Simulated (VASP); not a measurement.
A run of VASP 6.6.1 is set up as follows.

File POSCAR:

```
SnSe2
1.0
    3.8110000000      0.0000000000      0.0000000000
   -1.9055000000      3.3004228138      0.0000000000
    0.0000000000      0.0000000000      6.1360000000
Sn Se
1 2
Direct
    0.0000000000      0.0000000000      0.0000000000
    0.6666666667      0.3333333333      0.7510000000
    0.3333333333      0.6666666667      0.2490000000
```

Contents of INCAR.step1:

```
SYSTEM = SnSe2
PREC = Accurate
ENCUT = 600
ISMEAR = -1
SIGMA = 0.05
LREAL = .False.
LASPH = .True.
NELM = 60
GGA = PE
ALGO = Normal
EDIFF = 1E-4
LWAVE = .True.
LCHARG = .False.
```

Contents of INCAR.step2:

```
SYSTEM = SnSe2
PREC = Accurate
ENCUT = 600
EDIFF = 1E-7
ISMEAR = -1
SIGMA = 0.05
LREAL = .False.
LASPH = .True.
NELM = 60
ALGO = Normal
ISIF = 3
LWAVE = .False.
LCHARG = .False.
METAGGA = R2SCAN
LMIXTAU = .True.
IVDW = 13
VDW_S6 = 1.0
VDW_S8 = 0.6018749
VDW_A1 = 0.51559235
VDW_A2 = 5.77342911
IBRION = 2
NSW = 60
EDIFFG = -0.01
ISTART = 1
```

The input KPOINTS:

```
Automatic mesh
0
Gamma
  8 8 5
  0 0 0
```

Potentials or basis: VASP PAW PBE potentials, release 64 (Sn_d, Se).

The run is started by

```bash
$ cat potpaw_PBE.64/Sn_d/POTCAR potpaw_PBE.64/Se/POTCAR > POTCAR
$ cp INCAR.step1 INCAR
$ mpirun -np 1 vasp_std > vasp.out
$ cp INCAR.step2 INCAR
$ mpirun -np 1 vasp_std > vasp.out
```

Task: Estimate the relaxed cell.

Result: a = 3.830 Å, b = 3.830 Å, c = 6.255 Å, α = 90.00°, β = 90.00°, γ = 120.00°.

Task: Estimate the relaxed volume.

Result: 26.49 Å³/atom.

Task: What does it give for the band gap on the k mesh?

Result: 1.01 eV (least direct gap 1.53 eV).

Final structure:
```cif
data_structure
_symmetry_space_group_name_H-M 'P 1'
_symmetry_Int_Tables_number 1
_cell_length_a 3.8303
_cell_length_b 3.8303
_cell_length_c 6.2552
_cell_angle_alpha 90.000
_cell_angle_beta 90.000
_cell_angle_gamma 120.000
_cell_volume 79.48
loop_
_atom_site_label
_atom_site_type_symbol
_atom_site_fract_x
_atom_site_fract_y
_atom_site_fract_z
_atom_site_occupancy
Sn1 Sn 0.00000 0.00000 0.00000 1
Se1 Se 0.66667 0.33333 0.74829 1
Se2 Se 0.33333 0.66667 0.25171 1
```

Caveat: the PAW data sets were made with another functional, which shifts forces and pressure a little; spin-orbit coupling is left out, which moves the levels of the heavy elements. A k mesh can miss the band edges.
